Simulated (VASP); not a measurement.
# SnSe in VASP: further runs

The runs below take SnSe through single point, with PBE-based screened hybrid with 30 % exact exchange, PBE-based screened hybrid with 25 % exact exchange.

All numbers are computed with VASP 6.6.1; they aren't measurements. Logs are shortened: lines on timing, memory, paths and dates and some standing lists are left out, and cuts for length are marked.

**1. The cell of the first run**

The cell holds a slab with vacuum, 4 atoms: a = 4.285 Å, b = 4.285 Å, c = 10.991 Å, α = 90.00°, β = 90.00°, γ = 90.00°.

**2. Single point, PBE-based screened hybrid with 30 % exact exchange**

Contents of POSCAR:

```
SnSe
1.0
    4.2853274191      0.0000000000      0.0000000000
    0.0000000000      4.2853274191      0.0000000000
    0.0000000000      0.0000000000     10.9906921300
Sn Se
2 2
Direct
    0.0000000000      0.5000000000      0.6277708900
    0.5000000000      0.0000000000      0.3722291100
    0.0000000000      0.5000000000      0.3839605100
    0.5000000000      0.0000000000      0.6160394900
```

Contents of INCAR.step1:

```
SYSTEM = SnSe
PREC     = Accurate       ! precision mode
ENCUT    = 520            ! plane-wave cutoff, eV
EDIFF    = 1E-5           ! SCF threshold, eV
ISMEAR   = -1             ! smearing method
SIGMA    = 0.05           ! smearing width, eV
LREAL    = .FALSE.        ! projectors in reciprocal space
LASPH    = .TRUE.         ! aspherical terms in the spheres
NELM     = 80             ! most SCF steps
ALGO     = Normal         ! electronic algorithm
ISIF     = 2              ! what is computed and relaxed
LWAVE    = .TRUE.         ! write WAVECAR
LCHARG   = .FALSE.        ! write CHGCAR
GGA      = PE             ! functional
NBANDS   = 28             ! bands
```

Contents of INCAR.step2:

```
SYSTEM = SnSe
PREC     = Accurate       ! precision mode
ENCUT    = 520            ! plane-wave cutoff, eV
EDIFF    = 1E-7           ! SCF threshold, eV
ISMEAR   = -1             ! smearing method
SIGMA    = 0.05           ! smearing width, eV
LREAL    = .FALSE.        ! projectors in reciprocal space
LASPH    = .TRUE.         ! aspherical terms in the spheres
NELM     = 80             ! most SCF steps
ALGO     = Normal         ! electronic algorithm
ISIF     = 2              ! what is computed and relaxed
LWAVE    = .FALSE.        ! write WAVECAR
LCHARG   = .FALSE.        ! write CHGCAR
GGA      = PE             ! functional
LHFCALC  = .TRUE.         ! exact exchange
AEXX     = 0.3            ! exact-exchange fraction
HFSCREEN = 0.2            ! screening, 1/A
PRECFOCK = Normal       
ISTART   = 1            
NBANDS   = 28             ! bands
```

Contents of KPOINTS:

```
regular mesh
0
G
  3 3 2
  0 0 0
```

Potentials or basis: VASP PAW PBE potentials, release 64 (Sn_d, Se).

Launch:

```bash
$ cat potpaw_PBE.64/Sn_d/POTCAR potpaw_PBE.64/Se/POTCAR > POTCAR
$ cp INCAR.step1 INCAR
$ mpirun -np 1 vasp_std > vasp.out
$ cp INCAR.step2 INCAR
$ mpirun -np 1 vasp_std > vasp.out
```

OUTCAR:

```text
SYSTEM = SnSe
   PREC = Accurate
   ENCUT = 520
   EDIFF = 1E-7
   ISMEAR = -1
   LREAL = .FALSE.
   LASPH = .TRUE.
   NELM = 80
   ISIF = 2
   GGA = PE
   LHFCALC = .TRUE.
   AEXX = 0.3
   HFSCREEN = 0.2
   PRECFOCK = Normal
   ISTART = 1

 ion  position               nearest neighbor table
   1  0.000  0.500  0.628-   3 2.68   4 3.03   4 3.03   4 3.03   4 3.03
   2  0.500  0.000  0.372-   4 2.68   3 3.03   3 3.03   3 3.03   3 3.03
   3  0.000  0.500  0.384-   1 2.68   2 3.03   2 3.03   2 3.03   2 3.03
   4  0.500  0.000  0.616-   2 2.68   1 3.03   1 3.03   1 3.03   1 3.03

  LATTYP: Found a simple tetragonal cell.
 ALAT       =     4.2853274191
 C/A-ratio  =     2.5647263453

  Lattice vectors:

 A1 = (   4.2853274191,   0.0000000000,   0.0000000000)
 A2 = (   0.0000000000,   4.2853274191,   0.0000000000)
 A3 = (   0.0000000000,   0.0000000000,  10.9906921300)

Analysis of symmetry for initial positions (statically):
=====================================================================
 Subroutine PRICEL returns:
 Original cell was already a primitive cell.

 Routine SETGRP: Setting up the symmetry group for a
 simple tetragonal supercell.

 Subroutine GETGRP returns: Found 16 space group operations
 (whereof  8 operations were pure point group operations)
 out of a pool of 16 trial point group operations.

The static configuration has the point symmetry D_2d.
 The point group associated with its full space group is D_4h.

Analysis of symmetry for dynamics (positions and initial velocities):
=====================================================================
 Subroutine PRICEL returns:
 Original cell was already a primitive cell.

 Routine SETGRP: Setting up the symmetry group for a
 simple tetragonal supercell.

 Subroutine GETGRP returns: Found 16 space group operations
 (whereof  8 operations were pure point group operations)
 out of a pool of 16 trial point group operations.

The dynamic configuration has the point symmetry D_2d.
 The point group associated with its full space group is D_4h.

 Subroutine INISYM returns: Found 16 space group operations
 (whereof  8 operations are pure point group operations),
 and found     1 'primitive' translations

----------------------------------------------------------------------------------------

                                     Primitive cell

  volume of cell :     201.8334

  direct lattice vectors                    reciprocal lattice vectors
     4.285327419  0.000000000  0.000000000     0.233354398  0.000000000  0.000000000
     0.000000000  4.285327419  0.000000000     0.000000000  0.233354398  0.000000000
     0.000000000  0.000000000 10.990692130     0.000000000  0.000000000  0.090986081

  length of vectors
     4.285327419  4.285327419 10.990692130     0.233354398  0.233354398  0.090986081

  position of ions in fractional coordinates (direct lattice)
     0.000000000  0.500000000  0.627770890
     0.500000000  0.000000000  0.372229110
     0.000000000  0.500000000  0.383960510
     0.500000000  0.000000000  0.616039490

  ion indices of the primitive-cell ions
   primitive index   ion index
                 1           1
                 2           2
                 3           3
                 4           4

----------------------------------------------------------------------------------------

 KPOINTS: regular mesh

Automatic generation of k-mesh.
 Grid dimensions read from file:
 generate k-points for:    3    3    2

 Generating k-lattice:

  Cartesian coordinates                     Fractional coordinates (reciprocal lattice)
     0.077784799  0.000000000  0.000000000     0.333333333  0.000000000  0.000000000
     0.000000000  0.077784799  0.000000000     0.000000000  0.333333333  0.000000000
     0.000000000  0.000000000  0.045493040     0.000000000  0.000000000  0.500000000

  Length of vectors
     0.077784799  0.077784799  0.045493040

  Shift w.r.t. Gamma in fractional coordinates (k-lattice)
     0.000000000  0.000000000  0.000000000

 Subroutine IBZKPT returns following result:
 ===========================================

 Found      6 irreducible k-points:

 Following reciprocal coordinates:
            Coordinates               Weight
  0.000000  0.000000  0.000000      1.000000
  0.333333  0.000000  0.000000      4.000000
  0.333333  0.333333  0.000000      4.000000
  0.000000  0.000000  0.500000      1.000000
  0.333333  0.000000  0.500000      4.000000
  0.333333  0.333333  0.500000      4.000000
   k-points           NKPTS =      6   k-points in BZ     NKDIM =     18   number of bands    NBANDS=     28
   number of dos      NEDOS =    301   number of ions     NIONS =      4
   total plane-waves  NPLWV =  86016
   dimension x,y,z NGX =    32 NGY =   32 NGZ =   84
   dimension x,y,z NGXF=    64 NGYF=   64 NGZF=  168
   ions per type =               2   2
   NGX,Y,Z   is equivalent  to a cutoff of  12.41, 12.41, 12.71 a.u.
   NGXF,Y,Z  is equivalent  to a cutoff of  24.83, 24.83, 25.41 a.u.
 SYSTEM =  SnSe
   PREC   = accura    normal or accurate (medium, high low for compatibility)
   ISTART =      1    job   : 0-new  1-cont  2-samecut
   ICHARG =      0    charge: 1-file 2-atom 10-const
   ISPIN  =      1    spin polarized calculation?
   LNONCOLLINEAR =      F non collinear calculations
   LSORBIT =      F    spin-orbit coupling
   LASPH  =      T    aspherical Exc in radial PAW
   ENCUT  =  520.0 eV  38.22 Ry    6.18 a.u.   7.97  7.97 20.44*2*pi/ulx,y,z
   NELM   =     80;   NELMIN=  2; NELMDL=  0     # of ELM steps
   EDIFF  = 0.1E-06   stopping-criterion for ELM
   LREAL  =      F    real-space projection
   EDIFFG = 0.1E-05   stopping-criterion for IOM
   NSW    =      0    number of steps for IOM
   IBRION =     -1    ionic relax: 0-MD 1-quasi-New 2-CG
   NFREE  =      0    steps in history (QN), initial steepest desc. (CG)
   ISIF   =      2    stress and relaxation
   ISYM   =      3    0-nonsym 1-usesym 2-fastsym
   POTIM  = 0.5000    time-step for ionic-motion
   TEBEG  =    0.0;   TEEND  =   0.0 temperature during run
   PSTRESS=    0.0 pullay stress
   NELECT =      40.0000    total number of electrons
   NUPDOWN=      -1.0000    fix difference up-down
   EMIN   =  10.00;   EMAX   =-10.00  energy-range for DOS
   EFERMI =   0.00;   METHOD = LEGACY
   ISMEAR =    -1;   SIGMA  =   0.05  broadening in eV -4-tet -1-fermi 0-gaus
   EFERMI_NEDOS =   21; number of points for ismear=-14 and -15
   IALGO  =     38    algorithm
   IMIX   =      1    mixing-type and parameters
     AMIX     =   0.40;   BMIX     =  1.00
     AMIX_MAG =   1.60;   BMIX_MAG =  1.00
  volume/ion in A,a.u.               =      50.46       340.51
  Fermi-wavevector in a.u.,A,eV,Ry     =   0.954473  1.803693 12.395171  0.911019
  Thomas-Fermi vector in A             =   2.083223
   LORBIT       =      0    0 simple, 1 ext, 2 COOP (PROOUT), +10 PAW based schemes
   GGA     = PE    functional components
   LHFCALC =     T    Hartree Fock is set to
   PRECFOCK=normal    Normal, Fast or Accurate (Low or Medium for compatibility)
   ENCUT4O =  -1.0   cutoff for four orbital integrals eV
   NKREDX  =     1    reduce k-point grid by
   NKREDY  =     1    reduce k-point grid by
   NKREDZ  =     1    reduce k-point grid by
   AEXX    =    0.3000 exact exchange contribution
   HFSCREEN=    0.2000 screening length (either q_TF or 0.3 A-1)
   HFSCREENC=   0.2000 screening length for correlation (either q_TF or 0.3 A-1)
   ENCUTFOCK=  -1.0 apply spherical cutoff to Coloumb kernel
   IVDW    =     0    specifies the selected vdW correction
   LEPSILON=     F    determine dielectric tensor
   LRPA    =     F    only Hartree local field effects (RPA)
 non-spin polarized calculation
  energy-cutoff  :      520.00
  volume of cell :      201.83
 maximum number of plane-waves:      5471
 NGX is ok and might be reduce to    32
  NGX = 24; NGY = 24; NGZ = 64

 number of electron      40.0000021 magnetization

 Free energy of the ion-electron system (eV)
  ---------------------------------------------------
  ext. energy  EPLUGINS =         0.00000000
  ---------------------------------------------------
  free energy    TOTEN  =       -20.22463161 eV

  energy without entropy =      -20.22463161  energy(sigma->0) =      -20.22463161

 E-fermi :   1.2875     XC(G=0):  -4.9061

 val. band max:        0.2198618682   @ k =   0.3333   0.0000   0.5000
 cond. band min:       2.3616718812   @ k =   0.3333   0.0000   0.5000
 fundamental gap:      2.1418100130
 Fermi energy:         1.2875150227

 k-point     1 :       0.0000    0.0000    0.0000
  band No.  band energies     occupation
      1     -23.4746      2.00000
      2     -23.4730      2.00000
      3     -23.4691      2.00000
      4     -23.4662      2.00000
      5     -23.4544      2.00000
      6     -23.4237      2.00000
[... 20 lines left out ...]
     27       6.8133      0.00000
     28       7.1246      0.00000

 k-point     2 :       0.3333    0.0000    0.0000
  band No.  band energies     occupation
      1     -23.4786      2.00000
      2     -23.4753      2.00000
      3     -23.4674      2.00000
      4     -23.4644      2.00000
      5     -23.4413      2.00000
      6     -23.4263      2.00000
[... 20 lines left out ...]
     27       5.8120      0.00000
     28       7.4467      0.00000

 k-point     3 :       0.3333    0.3333    0.0000
  band No.  band energies     occupation
      1     -23.4890      2.00000
      2     -23.4882      2.00000
      3     -23.4585      2.00000
      4     -23.4570      2.00000
      5     -23.4308      2.00000
      6     -23.4251      2.00000
[... 20 lines left out ...]
     27       6.3790      0.00000
     28       7.2429      0.00000

 k-point     4 :       0.0000    0.0000    0.5000
  band No.  band energies     occupation
      1     -23.4746      2.00000
      2     -23.4730      2.00000
      3     -23.4691      2.00000
      4     -23.4662      2.00000
      5     -23.4544      2.00000
      6     -23.4237      2.00000
[... 20 lines left out ...]
     27       6.8140      0.00000
     28       7.1257      0.00000

 k-point     5 :       0.3333    0.0000    0.5000
  band No.  band energies     occupation
      1     -23.4786      2.00000
      2     -23.4753      2.00000
      3     -23.4674      2.00000
      4     -23.4644      2.00000
      5     -23.4413      2.00000
      6     -23.4264      2.00000
[... 20 lines left out ...]
     27       6.3483      0.00000
     28       7.1393      0.00000

 k-point     6 :       0.3333    0.3333    0.5000
  band No.  band energies     occupation
      1     -23.4890      2.00000
      2     -23.4882      2.00000
      3     -23.4585      2.00000
      4     -23.4570      2.00000
      5     -23.4308      2.00000
      6     -23.4251      2.00000
[... 20 lines left out ...]
     27       7.1477      0.00000
     28       7.2376      0.00000

------------------------ aborting loop because EDIFF is reached ----------------------------------------

  FORCE on cell =-STRESS in cart. coord.  units (eV):
  Direction    XX          YY          ZZ          XY          YZ          ZX
  --------------------------------------------------------------------------------------
  -------------------------------------------------------------------------------------
  Total       -0.7931300     -0.7931300      0.7069208      0.0000000      0.0000000      0.0000000
  in kB       -6.2959590     -6.2959590      5.6116203      0.0000000      0.0000000      0.0000000
  external PRESSURE =      -2.3267659 kB  Pullay stress =       0.0000000 kB

 VOLUME and BASIS-vectors are now :
 -----------------------------------------------------------------------------
  energy-cutoff  :      520.00
  volume of cell :      201.83
      direct lattice vectors                 reciprocal lattice vectors
     4.285327419  0.000000000  0.000000000     0.233354398  0.000000000  0.000000000
     0.000000000  4.285327419  0.000000000     0.000000000  0.233354398  0.000000000
     0.000000000  0.000000000 10.990692130     0.000000000  0.000000000  0.090986081

 POSITION                                       TOTAL-FORCE (eV/Angst)
 -----------------------------------------------------------------------------------
      0.00000      2.14266      6.89964         0.000000      0.000000     -0.011015
      2.14266      0.00000      4.09106        -0.000000      0.000000      0.011015
      0.00000      2.14266      4.21999        -0.000000      0.000000     -0.300568
      2.14266      0.00000      6.77070        -0.000000      0.000000      0.300568
 -----------------------------------------------------------------------------------
    total drift:                                0.000000      0.000000     -0.000000

  FREE ENERGIE OF THE ION-ELECTRON SYSTEM (eV)
  ---------------------------------------------------
  free  energy   TOTEN  =       -20.2246316111 eV

  energy  without entropy=      -20.2246316100  energy(sigma->0) =      -20.22463161
```

Run time: 23 min. Hardware: 1 thread of Intel Xeon Platinum 8375C at 2.90GHz (Ice Lake), shared host; peak memory 0.43 GiB.

Results:

| Quantity | Value |
| --- | --- |
| Free energy | -20.2246 eV |
| Largest force | 0.301 eV/Å |
| Band gap on the k mesh | 2.14 eV |

Forces in eV/Å, atoms in the order of the input:
```
Sn   0.000  0.000 -0.011
Sn   0.000  0.000  0.011
Se   0.000  0.000 -0.301
Se   0.000  0.000  0.301
```

Caveat: the k points lie up to 0.49 Å⁻¹ apart; there is no dipole correction, which matters where the two faces differ; the PAW data sets were made with another functional, which shifts forces and pressure a little; spin-orbit coupling is left out, which moves the levels of the heavy elements.

**3. Single point, PBE-based screened hybrid with 25 % exact exchange**

POSCAR is that of step 2.

Contents of INCAR.step1:

```
  ALGO = Normal
  EDIFF = 1E-5
  ENCUT = 520
  GGA = PE
  ISIF = 2
  ISMEAR = -1
  LASPH = T
  LREAL = F
  LWAVE = T
  NBANDS = 28
  NELM = 80
  PREC = Accurate
  SIGMA = 0.05
```

Contents of INCAR.step2:

```
  AEXX = 0.25
  ALGO = Normal
  EDIFF = 1E-6
  ENCUT = 520
  GGA = PE
  HFSCREEN = 0.4
  ISIF = 2
  ISMEAR = -1
  ISTART = 1
  LASPH = T
  LCHARG = T
  LELF = T
  LHFCALC = T
  LREAL = F
  LVHAR = T
  LWAVE = F
  NBANDS = 28
  NELM = 80
  PREC = Accurate
  PRECFOCK = Normal
  SIGMA = 0.05
```

Contents of KPOINTS:

```
k-points
0
Gamma
  3 3 2
```

Potentials or basis: VASP PAW PBE potentials, release 64 (Sn_d, Se).

Launch:

```bash
$ cat potpaw_PBE.64/Sn_d/POTCAR potpaw_PBE.64/Se/POTCAR > POTCAR
$ cp INCAR.step1 INCAR
$ mpirun -np 1 vasp_std > vasp.out
$ cp INCAR.step2 INCAR
$ mpirun -np 1 vasp_std > vasp.out
```

It took 10 min on 1 thread of Intel Xeon Platinum 8375C at 2.90GHz (Ice Lake), shared host; peak memory 0.43 GiB.

Results (log left out):

```yaml
Free_energy: -18.2829 eV
Largest_force: 0.450 eV/Å
Band_gap_on_the_k_mesh: 1.77 eV (least direct gap 1.78 eV)
```

Forces in eV/Å, atoms in the order of the input:
```
Sn   0.000  0.000  0.083
Sn   0.000  0.000 -0.083
Se   0.000  0.000 -0.450
Se   0.000  0.000  0.450
```

Levels at points of the mesh, in eV from the valence-band top:
```
           k point  band 18  band 19  band 20  band 21  band 22  band 23
(0.00, 0.00, 0.00)    -1.83    -1.83    -0.30     1.95     3.88     4.11
(0.00, 0.00, 0.50)    -1.83    -1.83    -0.30     1.77     4.11     4.92
```

Caveat: the k points lie up to 0.49 Å⁻¹ apart; there is no dipole correction, which matters where the two faces differ; the PAW data sets were made with another functional, which shifts forces and pressure a little; spin-orbit coupling is left out, which moves the levels of the heavy elements.
